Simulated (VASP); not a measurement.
# Zn (P6/mmm) in VASP: a series of runs

Zn is run at these levels: r2SCAN; tasks: single point, relaxation of cell and atoms.

Everything below comes from runs of VASP 6.6.1. Logs are shortened: lines on timing, memory, paths and dates and some standing lists are left out, and cuts for length are marked.

## 1. The cell of the first run

Symmetry: P6/mmm, No. 191, hexagonal system. Conventional cell: a = 4.410 Å, b = 4.410 Å, c = 2.713 Å, α = 90.00°, β = 90.00°, γ = 120.00°. Within 3.6 Å of Zn (site symmetry 6/mmm) lie 14 Zn at 2.71 to 2.89 Å. Zn (site symmetry -6m2) has 11 Zn at 2.55 to 2.89 Å within 3.4 Å.

This isn't the form of Zn at room conditions, which is hcp.

## 2. Single point, r2SCAN (15.24 Å³/atom)

The input, POSCAR:

```
Zn
1.0
    4.4101675356      0.0000000000      0.0000000000
   -2.2050837678      3.8193171208      0.0000000000
    0.0000000000      0.0000000000      2.7134876640
Zn
3
Direct
    1.0000000000      0.0000000000      0.0000000000
    0.3333333333      0.6666666667      0.5000000000
    0.6666666667      0.3333333333      0.5000000000
```

The input, INCAR.step1:

```
SYSTEM = Zn
PREC = Accurate ; ENCUT = 520
ISMEAR = -1 ; SIGMA = 0.1
LREAL = .False. ; LASPH = .True.
NELM = 100 ; NBANDS = 25
GGA = PE ; ALGO = Normal
EDIFF = 1E-4 ; LWAVE = .True.
LCHARG = .False.
```

The input, INCAR.step2:

```
SYSTEM = Zn
PREC = Accurate ; ENCUT = 520
EDIFF = 1E-6 ; ISMEAR = -1
SIGMA = 0.1 ; LREAL = .False.
LASPH = .True. ; NELM = 100
ALGO = Normal ; ISIF = 2
LWAVE = .False. ; LCHARG = .False.
METAGGA = R2SCAN ; LMIXTAU = .True.
NBANDS = 25 ; ISTART = 1
```

The input, KPOINTS:

```
Automatic mesh
0
Gamma
  10 10 13
  0 0 0
```

Potentials or basis: VASP PAW PBE potentials, release 64 (Zn).

Launch:

```console
cat potpaw_PBE.64/Zn/POTCAR > POTCAR
cp INCAR.step1 INCAR
mpirun -np 1 vasp_std > vasp.out
cp INCAR.step2 INCAR
mpirun -np 1 vasp_std > vasp.out
```

OUTCAR:

```text
SYSTEM = Zn
   PREC = Accurate
   ENCUT = 520
   EDIFF = 1E-6
   ISMEAR = -1
   LREAL = .False.
   LASPH = .True.
   NELM = 100
   ISIF = 2
   METAGGA = R2SCAN
   ISTART = 1

 ion  position               nearest neighbor table
   1  0.000  0.000  0.000-   2 2.89   3 2.89   2 2.89   3 2.89   3 2.89   3 2.89   2 2.89   2 2.89
                             3 2.89   3 2.89   2 2.89   2 2.89
   2  0.333  0.667  0.500-   3 2.55   3 2.55   3 2.55   1 2.89   1 2.89   1 2.89   1 2.89   1 2.89
                             1 2.89
   3  0.667  0.333  0.500-   2 2.55   2 2.55   2 2.55   1 2.89   1 2.89   1 2.89   1 2.89   1 2.89
                             1 2.89

  LATTYP: Found a hexagonal cell.
 ALAT       =     4.4101675356
 C/A-ratio  =     0.6152799507

  Lattice vectors:

 A1 = (   4.4101675356,   0.0000000000,   0.0000000000)
 A2 = (  -2.2050837678,   3.8193171208,   0.0000000000)
 A3 = (   0.0000000000,   0.0000000000,   2.7134876640)

Analysis of symmetry for initial positions (statically):
=====================================================================
 Subroutine PRICEL returns:
 Original cell was already a primitive cell.

 Routine SETGRP: Setting up the symmetry group for a
 hexagonal supercell.

 Subroutine GETGRP returns: Found 24 space group operations
 (whereof 24 operations were pure point group operations)
 out of a pool of 24 trial point group operations.

The static configuration has the point symmetry D_6h.

Analysis of symmetry for dynamics (positions and initial velocities):
=====================================================================
 Subroutine PRICEL returns:
 Original cell was already a primitive cell.

 Routine SETGRP: Setting up the symmetry group for a
 hexagonal supercell.

 Subroutine GETGRP returns: Found 24 space group operations
 (whereof 24 operations were pure point group operations)
 out of a pool of 24 trial point group operations.

The dynamic configuration has the point symmetry D_6h.

 Subroutine INISYM returns: Found 24 space group operations
 (whereof 24 operations are pure point group operations),
 and found     1 'primitive' translations

----------------------------------------------------------------------------------------

                                     Primitive cell

  volume of cell :      45.7055

  direct lattice vectors                    reciprocal lattice vectors
     4.410167536  0.000000000  0.000000000     0.226748755  0.130913455  0.000000000
    -2.205083768  3.819317121  0.000000000     0.000000000  0.261826910  0.000000000
     0.000000000  0.000000000  2.713487664     0.000000000  0.000000000  0.368529407

  length of vectors
     4.410167536  4.410167536  2.713487664     0.261826910  0.261826910  0.368529407

  position of ions in fractional coordinates (direct lattice)
     0.000000000  0.000000000  0.000000000
     0.333333333  0.666666667  0.500000000
     0.666666667  0.333333333  0.500000000

  ion indices of the primitive-cell ions
   primitive index   ion index
                 1           1
                 2           2
                 3           3

----------------------------------------------------------------------------------------

 KPOINTS: Automatic mesh

Automatic generation of k-mesh.
 Grid dimensions read from file:
 generate k-points for:   10   10   13

 Generating k-lattice:

  Cartesian coordinates                     Fractional coordinates (reciprocal lattice)
     0.022674876  0.013091345  0.000000000     0.100000000  0.000000000  0.000000000
     0.000000000  0.026182691  0.000000000     0.000000000  0.100000000  0.000000000
     0.000000000  0.000000000  0.028348416     0.000000000  0.000000000  0.076923077

  Length of vectors
     0.026182691  0.026182691  0.028348416

  Shift w.r.t. Gamma in fractional coordinates (k-lattice)
     0.000000000  0.000000000  0.000000000

 Subroutine IBZKPT returns following result:
 ===========================================

 Found     98 irreducible k-points:

 Following reciprocal coordinates:
            Coordinates               Weight
  0.000000  0.000000  0.000000      1.000000
  0.100000  0.000000  0.000000      6.000000
  0.200000  0.000000  0.000000      6.000000
  0.300000  0.000000  0.000000      6.000000
  0.400000  0.000000  0.000000      6.000000
  0.500000  0.000000  0.000000      3.000000
[... 16 lines left out ...]
  0.300000  0.100000  0.076923     24.000000
  0.400000  0.100000  0.076923     24.000000
 [... further k-points ...]
   k-points           NKPTS =     98   k-points in BZ     NKDIM =     98   number of bands    NBANDS=     25
   number of dos      NEDOS =    301   number of ions     NIONS =      3
   total plane-waves  NPLWV =  25920
   dimension x,y,z NGX =    36 NGY =   36 NGZ =   20
   dimension x,y,z NGXF=    72 NGYF=   72 NGZF=   40
   ions per type =               3
   NGX,Y,Z   is equivalent  to a cutoff of  13.57, 13.57, 12.25 a.u.
   NGXF,Y,Z  is equivalent  to a cutoff of  27.14, 27.14, 24.51 a.u.
 SYSTEM =  Zn
   PREC   = accura    normal or accurate (medium, high low for compatibility)
   ISTART =      1    job   : 0-new  1-cont  2-samecut
   ICHARG =      0    charge: 1-file 2-atom 10-const
   ISPIN  =      1    spin polarized calculation?
   LNONCOLLINEAR =      F non collinear calculations
   LSORBIT =      F    spin-orbit coupling
   LASPH  =      T    aspherical Exc in radial PAW
   ENCUT  =  520.0 eV  38.22 Ry    6.18 a.u.   8.20  8.20  5.05*2*pi/ulx,y,z
   NELM   =    100;   NELMIN=  2; NELMDL=  0     # of ELM steps
   EDIFF  = 0.1E-05   stopping-criterion for ELM
   LREAL  =      F    real-space projection
   EDIFFG = 0.1E-04   stopping-criterion for IOM
   NSW    =      0    number of steps for IOM
   IBRION =     -1    ionic relax: 0-MD 1-quasi-New 2-CG
   NFREE  =      0    steps in history (QN), initial steepest desc. (CG)
   ISIF   =      2    stress and relaxation
   ISYM   =      2    0-nonsym 1-usesym 2-fastsym
   POTIM  = 0.5000    time-step for ionic-motion
   TEBEG  =    0.0;   TEEND  =   0.0 temperature during run
   PSTRESS=    0.0 pullay stress
   NELECT =      36.0000    total number of electrons
   NUPDOWN=      -1.0000    fix difference up-down
   EMIN   =  10.00;   EMAX   =-10.00  energy-range for DOS
   EFERMI =   0.00;   METHOD = LEGACY
   ISMEAR =    -1;   SIGMA  =   0.10  broadening in eV -4-tet -1-fermi 0-gaus
   EFERMI_NEDOS =   21; number of points for ismear=-14 and -15
   IALGO  =     38    algorithm
   IMIX   =      4    mixing-type and parameters
     AMIX     =   0.40;   BMIX     =  1.00
     AMIX_MAG =   1.60;   BMIX_MAG =  1.00
  volume/ion in A,a.u.               =      15.24       102.81
  Fermi-wavevector in a.u.,A,eV,Ry     =   1.511887  2.857053 31.100244  2.285803
  Thomas-Fermi vector in A             =   2.621885
   LORBIT       =      0    0 simple, 1 ext, 2 COOP (PROOUT), +10 PAW based schemes
   METAGGA = R2SCAN    functional components
   LHFCALC =     F    Hartree Fock is set to
   AEXX    =    0.0000 exact exchange contribution
   IVDW    =     0    specifies the selected vdW correction
   LEPSILON=     F    determine dielectric tensor
   LRPA    =     F    only Hartree local field effects (RPA)
 non-spin polarized calculation
  energy-cutoff  :      520.00
  volume of cell :       45.71
 maximum number of plane-waves:      1250
 NGX is ok and might be reduce to    36
   NGX = 17   NGY = 17   NGZ = 11

 number of electron      35.9999984 magnetization

 Free energy of the ion-electron system (eV)
  ---------------------------------------------------
  ext. energy  EPLUGINS =         0.00000000
  ---------------------------------------------------
  free energy    TOTEN  =       -26.35481081 eV

  energy without entropy =      -26.32563603  energy(sigma->0) =      -26.34022342

 E-fermi :   3.1308     XC(G=0): -12.6539

 val. band max:        3.1094687483   @ k =   0.4000   0.2000   0.4615
 cond. band min:       3.1998670048   @ k =   0.3000   0.1000   0.3846
 fundamental gap:      0.0903982565
 Fermi energy:         3.1307955290

 k-point     1 :       0.0000    0.0000    0.0000
  band No.  band energies     occupation
      1      -7.8882      2.00000
      2      -5.6804      2.00000
      3      -5.1493      2.00000
      4      -5.1321      2.00000
      5      -5.1320      2.00000
      6      -5.0903      2.00000
[... 17 lines left out ...]
     24      16.9960      0.00000
     25      23.3380      0.00000

 k-point     2 :       0.1000    0.0000    0.0000
  band No.  band energies     occupation
      1      -7.7759      2.00000
      2      -5.6664      2.00000
      3      -5.2594      2.00000
      4      -5.2102      2.00000
      5      -5.1692      2.00000
      6      -5.1064      2.00000
[... 17 lines left out ...]
     24      17.0614      0.00000
     25      22.0899      0.00000

 k-point     3 :       0.2000    0.0000    0.0000
  band No.  band energies     occupation
      1      -7.4439      2.00000
      2      -5.6321      2.00000
      3      -5.4302      2.00000
      4      -5.2790      2.00000
      5      -5.2194      2.00000
      6      -5.1311      2.00000
[... 17 lines left out ...]
     24      17.2432      0.00000
     25      19.5870      0.00000

 k-point     4 :       0.3000    0.0000    0.0000
  band No.  band energies     occupation
      1      -6.9131      2.00000
      2      -5.6498      2.00000
      3      -5.5099      2.00000
      4      -5.3114      2.00000
      5      -5.2798      2.00000
      6      -5.1748      2.00000
[... 17 lines left out ...]
     24      16.7822      0.00000
     25      17.0301      0.00000
[... 477 lines left out ...]
 k-point    22 :       0.2000    0.1000    0.0769
  band No.  band energies     occupation
      1      -7.0006      2.00000
      2      -5.5759      2.00000
      3      -5.4771      2.00000
      4      -5.3868      2.00000
      5      -5.1965      2.00000
      6      -5.1079      2.00000
[... 17 lines left out ...]
     24      16.8982      0.00000
     25      17.7618      0.00000

 k-point    23 :       0.3000    0.1000    0.0769
  band No.  band energies     occupation
      1      -6.4159      2.00000
      2      -5.6639      2.00000
      3      -5.4559      2.00000
      4      -5.4108      2.00000
      5      -5.2431      2.00000
      6      -5.1576      2.00000
[... 17 lines left out ...]
     24      14.3934      0.00000
     25      16.3031      0.00000

 k-point    24 :       0.4000    0.1000    0.0769
  band No.  band energies     occupation
      1      -5.8676      2.00000
      2      -5.6995      2.00000
      3      -5.4917      2.00000
      4      -5.3599      2.00000
      5      -5.2905      2.00000
      6      -5.2257      2.00000
[... 17 lines left out ...]
     24      14.6381      0.00000
     25      15.1215      0.00000

 [... further k-points ...]

------------------------ aborting loop because EDIFF is reached ----------------------------------------

  FORCE on cell =-STRESS in cart. coord.  units (eV):
  Direction    XX          YY          ZZ          XY          YZ          ZX
  --------------------------------------------------------------------------------------
  -------------------------------------------------------------------------------------
  Total       -0.8387919     -0.8387919     -0.5857392      0.0000000     -0.0000000      0.0000000
  in kB      -29.4033043    -29.4033043    -20.5327071      0.0000000     -0.0000000      0.0000000
  external PRESSURE =     -26.4464386 kB  Pullay stress =       0.0000000 kB

 VOLUME and BASIS-vectors are now :
 -----------------------------------------------------------------------------
  energy-cutoff  :      520.00
  volume of cell :       45.71
      direct lattice vectors                 reciprocal lattice vectors
     4.410167536  0.000000000  0.000000000     0.226748755  0.130913455  0.000000000
    -2.205083768  3.819317121  0.000000000     0.000000000  0.261826910  0.000000000
     0.000000000  0.000000000  2.713487664     0.000000000  0.000000000  0.368529407

 POSITION                                       TOTAL-FORCE (eV/Angst)
 -----------------------------------------------------------------------------------
      0.00000      0.00000      0.00000         0.000000     -0.000000      0.000000
     -0.00000      2.54621      1.35674        -0.000000     -0.000000     -0.000000
      2.20508      1.27311      1.35674         0.000000      0.000000      0.000000
 -----------------------------------------------------------------------------------
    total drift:                                0.000000      0.000000     -0.000000

  FREE ENERGIE OF THE ION-ELECTRON SYSTEM (eV)
  ---------------------------------------------------
  free  energy   TOTEN  =       -26.3548108123 eV

  energy  without entropy=      -26.3256360297  energy(sigma->0) =      -26.34022342
```

Run time: 3 min. Hardware: 1 thread of Intel Xeon Platinum 8488C (Sapphire Rapids), shared host; peak memory 0.22 GiB.

What came out:

```
Free energy            : -26.3548 eV
Pressure               : -2.6 GPa
Band gap on the k mesh : zero (bands 18 and 19 overlap by 5.21 eV)
```

Stress tensor (GPa, compression positive):
```
-2.94  0.00  0.00
 0.00 -2.94  0.00
 0.00  0.00 -2.05
```

Caveat: the PAW data sets were made with another functional, which shifts forces and pressure a little.

## 3. Relaxation of cell and atoms, r2SCAN

The input, POSCAR:

```
Zn
1.0
    4.4132478742      0.0000000000      0.0000000000
   -2.2066239371      3.8219847722      0.0000000000
    0.0000000000      0.0000000000      2.7053209469
Zn
3
Direct
    0.0000000000      0.0000000000      0.0000000000
    0.3333333333      0.6666666667      0.5000000000
    0.6666666667      0.3333333333      0.5000000000
```

The input, INCAR.step1:

```
SYSTEM = Zn
  ALGO = Normal
  EDIFF = 1E-4
  ENCUT = 600
  GGA = PE
  ISMEAR = -1
  LASPH = .True.
  LCHARG = .False.
  LREAL = .False.
  LWAVE = .True.
  NELM = 60
  PREC = Accurate
  SIGMA = 0.1
```

The input, INCAR.step2:

```
SYSTEM = Zn
  ALGO = Normal
  EDIFF = 1E-6
  EDIFFG = -0.01
  ENCUT = 600
  IBRION = 2
  ISIF = 3
  ISMEAR = -1
  ISTART = 1
  LASPH = .True.
  LCHARG = .False.
  LMIXTAU = .True.
  LREAL = .False.
  LWAVE = .False.
  METAGGA = R2SCAN
  NELM = 60
  NSW = 80
  PREC = Accurate
  SIGMA = 0.1
```

The input, KPOINTS:

```
k-points
0
Gamma
  8 8 12
  0 0 0
```

Potentials or basis: VASP PAW PBE potentials, release 64 (Zn).

Launch:

```console
cat potpaw_PBE.64/Zn/POTCAR > POTCAR
cp INCAR.step1 INCAR
mpirun -np 1 vasp_std > vasp.out
cp INCAR.step2 INCAR
mpirun -np 1 vasp_std > vasp.out
```

OUTCAR:

```text
SYSTEM = Zn
   EDIFF = 1E-6
   EDIFFG = -0.01
   ENCUT = 600
   IBRION = 2
   ISIF = 3
   ISMEAR = -1
   ISTART = 1
   LASPH = .True.
   LREAL = .False.
   METAGGA = R2SCAN
   NELM = 60
   NSW = 80
   PREC = Accurate

 ion  position               nearest neighbor table
   1  0.000  0.000  0.000-   2 2.88   3 2.88   2 2.88   3 2.88   2 2.88   2 2.88   3 2.88   3 2.88
                             3 2.88   3 2.88   2 2.88   2 2.88
   2  0.333  0.667  0.500-   3 2.55   3 2.55   3 2.55   1 2.88   1 2.88   1 2.88   1 2.88   1 2.88
                             1 2.88
   3  0.667  0.333  0.500-   2 2.55   2 2.55   2 2.55   1 2.88   1 2.88   1 2.88   1 2.88   1 2.88
                             1 2.88

  LATTYP: Found a hexagonal cell.
 ALAT       =     4.4132478742
[... 300 lines left out ...]
  ext. energy  EPLUGINS =         0.00000000
  ---------------------------------------------------
  free energy    TOTEN  =       -26.37778003 eV

  energy without entropy =      -26.35157308  energy(sigma->0) =      -26.36467655

 E-fermi :   3.4248     XC(G=0): -12.8778

 val. band max:        3.4150587069   @ k =   0.3750   0.0000   0.5000
 cond. band min:       3.4532886261   @ k =   0.5000   0.0000   0.2500
 fundamental gap:      0.0382299191
 Fermi energy:         3.4247903084

 k-point     1 :       0.0000    0.0000    0.0000
  band No.  band energies     occupation
      1      -7.9302      2.00000
      2      -5.5670      2.00000
      3      -5.0020      2.00000
      4      -4.9815      2.00000
      5      -4.9813      2.00000
      6      -4.9329      2.00000
[... 589 lines left out ...]
     21      10.5857      0.00000
     22      10.7790      0.00000

 [... further k-points ...]

------------------------ aborting loop because EDIFF is reached ----------------------------------------

  FORCE on cell =-STRESS in cart. coord.  units (eV):
  Direction    XX          YY          ZZ          XY          YZ          ZX
  --------------------------------------------------------------------------------------
  -------------------------------------------------------------------------------------
  Total       -0.0180750     -0.0180750      0.0226540      0.0000000      0.0000000      0.0000000
  in kB       -0.6574192     -0.6574192      0.8239641      0.0000000      0.0000000      0.0000000
  external PRESSURE =      -0.1636248 kB  Pullay stress =       0.0000000 kB
[... 18 lines left out ...]
  FREE ENERGIE OF THE ION-ELECTRON SYSTEM (eV)
  ---------------------------------------------------
  free  energy   TOTEN  =       -26.3777800268 eV

  energy  without entropy=      -26.3515730761  energy(sigma->0) =      -26.36467655

 reached required accuracy - stopping structural energy minimisation
```

OUTCAR.step1:

```text
SYSTEM = Zn
   EDIFF = 1E-4
   ENCUT = 600
   GGA = PE
   ISMEAR = -1
   LASPH = .True.
   LREAL = .False.
   NELM = 60
[... 826 lines left out ...]
      0.00000      0.00000      0.00000        -0.000000      0.000000     -0.000000
     -0.00000      2.54799      1.35266         0.000000     -0.000000      0.000000
      2.20662      1.27399      1.35266        -0.000000     -0.000000     -0.000000
 -----------------------------------------------------------------------------------
    total drift:                                0.000000      0.000000     -0.000000

  FREE ENERGIE OF THE ION-ELECTRON SYSTEM (eV)
  ---------------------------------------------------
  free  energy   TOTEN  =        -3.0531050376 eV

  energy  without entropy=       -3.0237233314  energy(sigma->0) =       -3.03841418
```

Wall time 22 min (1 thread of Oxide Virtual Turin-like, shared host); peak memory 0.2 GiB.

What came out:

| Property | Result |
| --- | --- |
| Free energy | -26.3778 eV |
| Relaxed volume | 14.68 Å³/atom |
| Relaxed cell | a = 4.360 Å, b = 4.360 Å, c = 2.676 Å, α = 90.00°, β = 90.00°, γ = 120.00° |
| Space group after relaxing (to 0.1 Å) | P6/mmm (No. 191) |
| Energy gained by relaxing | 5.4 meV/atom |
| Ionic steps | 4 |
| Pressure after relaxing | 0.0 GPa |
| Band gap on the k mesh | zero (bands 18 and 19 overlap by 5.57 eV) |

Step by step:
| step | energy change (eV) | largest force (eV/Å) | pressure (GPa) | volume (Å³) |
| --- | --- | --- | --- | --- |
| 1 | 0.0000 | 0.0000 | -2.79 | 45.63 |
| 2 | -0.0162 | 0.0000 | 0.58 | 43.91 |
| 3 | -0.0161 | 0.0000 | -0.13 | 44.08 |
| 4 | -0.0161 | 0.0000 | -0.02 | 44.05 |

Final structure:
```
Zn
1.0
     4.35987    0.00000    0.00000
    -2.17993    3.77575    0.00000
     0.00000    0.00000    2.67590
Zn
3
Direct
  0.00000 0.00000 0.00000
  0.33333 0.66667 0.50000
  0.66667 0.33333 0.50000
```

Levels at points of the mesh, in eV from the Fermi level:
```
           k point  band 16  band 17  band 18  band 19  band 20  band 21
(0.00, 0.00, 0.00)    -7.53     0.61     0.61     0.68     0.68     1.35
(0.50, 0.00, 0.00)    -7.39    -7.16    -3.15    -0.90     9.21     9.31
(0.00, 0.00, 0.50)    -4.81    -4.78     4.48     4.48     4.67     5.44
(0.50, 0.00, 0.50)    -3.14    -2.44    -1.61    -1.09     2.56     3.38
```

Caveat: the PAW data sets were made with another functional, which shifts forces and pressure a little.

The gap in the log of VASP goes by the Fermi energy; the results here count the filled bands.